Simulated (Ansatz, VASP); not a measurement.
## One calculation of CsI, two programs

```
Cs I
1.0
     4.81607    0.00000    0.00000
     0.00000    4.81607    0.00000
     0.00000    0.00000    4.81607
Cs I
1 1
Direct
  0.00000 0.00000 0.00000
  0.50000 0.50000 0.50000
```

Alike in both runs: task single point; functional PBE; k mesh 8 × 8 × 8; occupations gaussian, width 0.05 eV; no spin polarisation.

|  | VASP | Ansatz |
| --- | --- | --- |
| version | VASP 6.6.1 | Ansatz 0.2.0 |
| potentials or method | VASP PAW PBE potentials, release 64 (Cs_sv, I), cutoff 500 eV | scalar-relativistic, plane waves, PAW |
| valence electrons in the cell | 16 | 26 |

Ansatz gave:

- gap on the k mesh at the Fermi level (eV): 3.43
- least direct gap on the mesh (eV): 3.53
- pressure (GPa): -0.7

Question: Which values does VASP return?

Answer: gap on the k mesh at the Fermi level (eV): 3.42; least direct gap on the mesh (eV): 3.52; pressure (GPa): -0.7.

The functional is the same, so the differences come from potentials, cutoffs and numerics. VASP's potentials hold 16 valence electrons a cell and Ansatz's 26, so a difference there can come from the potentials and not from the codes.

Spin-orbit coupling is off throughout.
